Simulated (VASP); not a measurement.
# GaP in VASP: further runs, part 2 of 2

VASP 6.6.1. The steps go on from the part before.

## (4) Single point, PBEsol

This run uses another cell than the first one, of 20.11 Å³/atom, 1.100 times its volume.

File INCAR:

```
SYSTEM = GaP
PREC = Accurate ; ENCUT = 500
EDIFF = 1E-6 ; ISMEAR = -1
SIGMA = 0.05 ; LREAL = .FALSE.
LASPH = .TRUE. ; NELM = 120
ALGO = Normal ; ISIF = 2
LWAVE = .FALSE. ; LCHARG = .TRUE.
GGA = PS ; LELF = .TRUE.
LVHAR = .TRUE. ; NBANDS = 16
GGA_COMPAT = .FALSE.
```

File KPOINTS:

```
regular mesh
0
G
  8 8 8
  0 0 0
```

File POSCAR:

```
GaP
1.0
    0.0000000000      2.7192250931      2.7192250931
    2.7192250931      0.0000000000      2.7192250931
    2.7192250931      2.7192250931      0.0000000000
Ga P
1 1
Direct
    0.0000000000      0.0000000000      0.0000000000
    0.7500000000      0.7500000000      0.7500000000
```

Potentials or basis: VASP PAW PBE potentials, release 64 (Ga_d, P).

On the command line:

```
$ cat potpaw_PBE.64/Ga_d/POTCAR potpaw_PBE.64/P/POTCAR > POTCAR
$ mpirun -np 1 vasp_std > vasp.out
```

OUTCAR:

```text
SYSTEM = GaP
   PREC = Accurate
   ENCUT = 500
   EDIFF = 1E-6
   ISMEAR = -1
   LREAL = .FALSE.
   LASPH = .TRUE.
   NELM = 120
   ISIF = 2
   GGA = PS

 ion  position               nearest neighbor table
   1  0.000  0.000  0.000-   2 2.35   2 2.35   2 2.35   2 2.35
   2  0.750  0.750  0.750-   1 2.35   1 2.35   1 2.35   1 2.35

  LATTYP: Found a face centered cubic cell.
 ALAT       =     5.4384501862

  Lattice vectors:

 A1 = (   0.0000000000,   2.7192250931,   2.7192250931)
 A2 = (   2.7192250931,   0.0000000000,   2.7192250931)
 A3 = (   2.7192250931,   2.7192250931,   0.0000000000)

Analysis of symmetry for initial positions (statically):
[... 5 lines left out ...]
 face centered cubic supercell.

 Subroutine GETGRP returns: Found 24 space group operations
 (whereof 24 operations were pure point group operations)
 out of a pool of 48 trial point group operations.

The static configuration has the point symmetry T_d .

Analysis of symmetry for dynamics (positions and initial velocities):
[... 5 lines left out ...]
 face centered cubic supercell.

 Subroutine GETGRP returns: Found 24 space group operations
 (whereof 24 operations were pure point group operations)
[... 143 lines left out ...]
  ext. energy  EPLUGINS =         0.00000000
  ---------------------------------------------------
  free energy    TOTEN  =        -9.92101805 eV

  energy without entropy =       -9.92101804  energy(sigma->0) =       -9.92101805

 E-fermi :   5.3630     XC(G=0): -10.0514

 val. band max:        4.6366328664   @ k =   0.0000   0.0000   0.0000
 cond. band min:       6.1394661333   @ k =   0.5000   0.5000   0.0000
 fundamental gap:      1.5028332669
 Fermi energy:         5.3630026153

 k-point     1 :       0.0000    0.0000    0.0000
  band No.  band energies     occupation
      1      -9.9159      2.00000
      2      -9.9159      2.00000
      3      -9.9159      2.00000
      4      -9.8132      2.00000
      5      -9.8132      2.00000
      6      -7.9379      2.00000
[... 433 lines left out ...]
      3      -9.8716      2.00000
      4      -9.8187      2.00000
      5      -9.8057      2.00000
      6      -5.4111      2.00000
[... 8 lines left out ...]
     15      16.5597      0.00000
     16      17.1136      0.00000

 [... further k-points ...]
[... 5 lines left out ...]
  --------------------------------------------------------------------------------------
  -------------------------------------------------------------------------------------
  Total       -0.0247785     -0.0247785     -0.0247785      0.0000000      0.0000000      0.0000000
  in kB       -0.9872350     -0.9872350     -0.9872350      0.0000000      0.0000000      0.0000000
  external PRESSURE =      -0.9872350 kB  Pullay stress =       0.0000000 kB

 VOLUME and BASIS-vectors are now :
 -----------------------------------------------------------------------------
  energy-cutoff  :      500.00
  volume of cell :       40.21
      direct lattice vectors                 reciprocal lattice vectors
     0.000000000  2.719225093  2.719225093    -0.183875914  0.183875914  0.183875914
     2.719225093  0.000000000  2.719225093     0.183875914 -0.183875914  0.183875914
     2.719225093  2.719225093  0.000000000     0.183875914  0.183875914 -0.183875914

 POSITION                                       TOTAL-FORCE (eV/Angst)
 -----------------------------------------------------------------------------------
      0.00000      0.00000      0.00000         0.000000      0.000000     -0.000000
      4.07884      4.07884      4.07884        -0.000000     -0.000000      0.000000
 -----------------------------------------------------------------------------------
    total drift:                               -0.000001     -0.000001     -0.000001

  FREE ENERGIE OF THE ION-ELECTRON SYSTEM (eV)
  ---------------------------------------------------
  free  energy   TOTEN  =        -9.9210180523 eV

  energy  without entropy=       -9.9210180422  energy(sigma->0) =       -9.92101805
```

OSZICAR:

```text
N       E                     dE             d eps       ncg     rms          rms(c)
DAV:   1     0.805026441256E+02    0.80503E+02   -0.87933E+03   952   0.160E+03
DAV:   2    -0.386670118747E+01   -0.84369E+02   -0.80494E+02  1064   0.317E+02
DAV:   3    -0.101036752801E+02   -0.62370E+01   -0.62154E+01  1152   0.659E+01
DAV:   4    -0.102065323096E+02   -0.10286E+00   -0.10284E+00  1144   0.902E+00
DAV:   5    -0.102084986499E+02   -0.19663E-02   -0.19661E-02  1224   0.107E+00    0.415E+00
DAV:   6    -0.996238229576E+01    0.24612E+00   -0.35079E-01  1408   0.114E+01    0.264E+00
DAV:   7    -0.992361159572E+01    0.38771E-01   -0.81320E-02  1304   0.222E+00    0.987E-01
DAV:   8    -0.992081798888E+01    0.27936E-02   -0.12002E-02  1096   0.127E+00    0.181E-01
DAV:   9    -0.992096723429E+01   -0.14925E-03   -0.99615E-04  1368   0.419E-01    0.617E-02
DAV:  10    -0.992099167337E+01   -0.24439E-04   -0.60333E-05  1368   0.859E-02    0.269E-02
DAV:  11    -0.992101815226E+01   -0.26479E-04   -0.27491E-05  1080   0.522E-02    0.654E-03
DAV:  12    -0.992101805229E+01    0.99967E-07   -0.88917E-07   904   0.103E-02
   1 F= -.99210181E+01 E0= -.99210180E+01  d E =-.100782E-07
```

Run time: 24 s. Hardware: 1 thread of Intel Xeon Platinum 8375C at 2.90GHz (Ice Lake), shared host; peak memory 0.15 GiB.

What came out:

```
Free energy            : -9.9210 eV
Pressure               : -0.1 GPa
Band gap on the k mesh : 1.50 eV, indirect (least direct gap 1.80 eV)
```

Levels at points of the mesh, in eV from the valence-band top:
```
           k point  band 7  band 8  band 9  band 10  band 11  band 12
(0.00, 0.00, 0.00)    0.00    0.00    0.00     1.80     3.83     3.83
(0.50, 0.00, 0.00)   -6.73   -1.14   -1.14     1.61     4.65     4.65
(0.50, 0.50, 0.00)   -6.84   -2.74   -2.74     1.50     1.71    10.60
```

Caveat: the PAW data sets were made with another functional, which shifts forces and pressure a little.

## (5) Single point, PBEsol

This run uses another cell than the first one, of 19.66 Å³/atom, 1.075 times its volume.

File INCAR:

```
SYSTEM = GaP
  ALGO = Normal
  EDIFF = 1E-6
  ENCUT = 500
  GGA = PS
  GGA_COMPAT = .False.
  ISIF = 2
  ISMEAR = -1
  LASPH = .True.
  LCHARG = .False.
  LREAL = .False.
  LWAVE = .False.
  NBANDS = 16
  NELM = 120
  PREC = Accurate
  SIGMA = 0.05
```

File KPOINTS:

```
k-points
0
Gamma
  8 8 8
  0 0 0
```

File POSCAR:

```
GaP
1.0
    0.0000000000      2.6987305090      2.6987305090
    2.6987305090      0.0000000000      2.6987305090
    2.6987305090      2.6987305090      0.0000000000
Ga P
1 1
Direct
    0.0000000000      0.0000000000      0.0000000000
    0.7500000000      0.7500000000      0.7500000000
```

On the command line:

```
$ cat potpaw_PBE.64/Ga_d/POTCAR potpaw_PBE.64/P/POTCAR > POTCAR
$ mpirun -np 1 vasp_std > vasp.out
```

It took 27 s on 1 thread of Intel Xeon Platinum 8375C at 2.90GHz (Ice Lake), shared host; peak memory 0.15 GiB.

Results (log left out):

* Free energy: -9.9157 eV
* Pressure: 1.9 GPa
* Band gap on the k mesh: 1.45 eV, indirect (least direct gap 1.99 eV)

Levels at points of the mesh, in eV from the valence-band top:
| k point | band 7 | band 8 | band 9 | band 10 | band 11 | band 12 |
| --- | --- | --- | --- | --- | --- | --- |
| (0.00, 0.00, 0.00) | 0.00 | 0.00 | 0.00 | 1.99 | 3.82 | 3.82 |
| (0.50, 0.00, 0.00) | -6.87 | -1.17 | -1.17 | 1.67 | 4.64 | 4.64 |
| (0.50, 0.50, 0.00) | -6.95 | -2.82 | -2.82 | 1.45 | 1.68 | 10.77 |

Caveat: the PAW data sets were made with another functional, which shifts forces and pressure a little.

## (6) Single point, PBEsol

This run uses another cell than the first one, of 18.65 Å³/atom, 1.020 times its volume.

File INCAR:

```
SYSTEM = GaP
  PREC = Accurate
  ENCUT = 500
  EDIFF = 1E-6
  ISMEAR = -1
  SIGMA = 0.05
  LREAL = .FALSE.
  LASPH = .TRUE.
  NELM = 120
  ALGO = Normal
  ISIF = 2
  LWAVE = .FALSE.
  LCHARG = .FALSE.
  GGA = PS
  NBANDS = 16
  GGA_COMPAT = .FALSE.
```

File KPOINTS:

```
Automatic mesh
0
G
  7 7 7
  0 0 0
```

File POSCAR:

```
GaP
1.0
    0.0000000000      2.6162400000      2.7252500000
    2.6162400000      0.0000000000      2.7252500000
    2.6162400000      2.6162400000      0.0000000000
Ga P
1 1
Direct
    0.0000000000      0.0000000000      0.0000000000
    0.7500000000      0.7500000000      0.7500000000
```

Potentials or basis: VASP PAW PBE potentials, release 64 (Ga_d, P).

On the command line:

```
$ cat potpaw_PBE.64/Ga_d/POTCAR potpaw_PBE.64/P/POTCAR > POTCAR
$ mpirun -np 1 vasp_std > vasp.out
```

Wall time 30 s (1 thread of Intel Xeon Platinum 8375C at 2.90GHz (Ice Lake), shared host); peak memory 0.16 GiB.

The run converged. Its results:

```yaml
Free_energy: -9.8439 eV
Pressure: 7.3 GPa
Band_gap_on_the_k_mesh: 1.10 eV, indirect (least direct gap 2.33 eV)
```

Stress tensor (GPa, compression positive):
```
8.45 0.00 0.00
0.00 8.45 0.00
0.00 0.00 5.14
```

Levels at points of the mesh, in eV from the valence-band top:
```
           k point  band 6  band 7  band 8  band 9  band 10  band 11  band 12  band 13
(0.00, 0.00, 0.00)  -13.26   -0.26    0.00    0.00     2.33     3.69     3.69     3.77
```

Caveat: the PAW data sets were made with another functional, which shifts forces and pressure a little.

## (7) The runs side by side

| cell | k mesh | gap on the mesh (eV) | pressure (GPa) |
| --- | --- | --- | --- |
| a = 3.726 Å, angles 60.0°, 2 atoms | 8 × 8 × 8 | 1.29 | 9.8 |
| a = 3.779 Å, angles 60.0°, 2 atoms | 8 × 8 × 8 | 1.39 | 4.9 |
| a = 3.846 Å, angles 60.0°, 2 atoms | 8 × 8 × 8 | 1.50 | -0.1 |
| a = 3.817 Å, angles 60.0°, 2 atoms | 8 × 8 × 8 | 1.45 | 1.9 |
| a = 3.778, b = 3.778, c = 3.700 Å, angles 60.7, 60.7, 58.6°, 2 atoms | 7 × 7 × 7 | 1.10 | 7.3 |

Alike in all rows: task single point; level PBEsol; potentials or basis VASP PAW PBE potentials, release 64 (Ga_d, P); no spin polarisation; cutoff (eV) 500; smearing fermi-dirac 0.05 eV.

Caveats: the PAW data sets were made with another functional, which shifts forces and pressure a little.

Absolute energies hang on the potentials; compare differences alone.

## (8) Comparison with measurements

Step 4. Against the measured gap of GaP, 2.34 eV (indirect; 10 K; quoted in “Stacking defects in GaP nanowires: Electronic structure and optical properties”, 2018, arxiv:1810.01194), the calculated 1.50 eV is off by -0.84 eV. Spin-orbit coupling on Ga is left out. The value is that of PBEsol on a finite k mesh, which can miss the band edges, without temperature or zero-point motion. Semilocal functionals fall short of measured gaps as a rule.

Step 5. A measured gap of GaP is 2.34 eV (indirect; 10 K; quoted in “Stacking defects in GaP nanowires: Electronic structure and optical properties”, 2018, arxiv:1810.01194); the calculated 1.45 eV misses it by -0.89 eV. Spin-orbit coupling on Ga is left out. The value is that of PBEsol on a finite k mesh, which can miss the band edges, without temperature or zero-point motion. Semilocal functionals fall short of measured gaps as a rule.
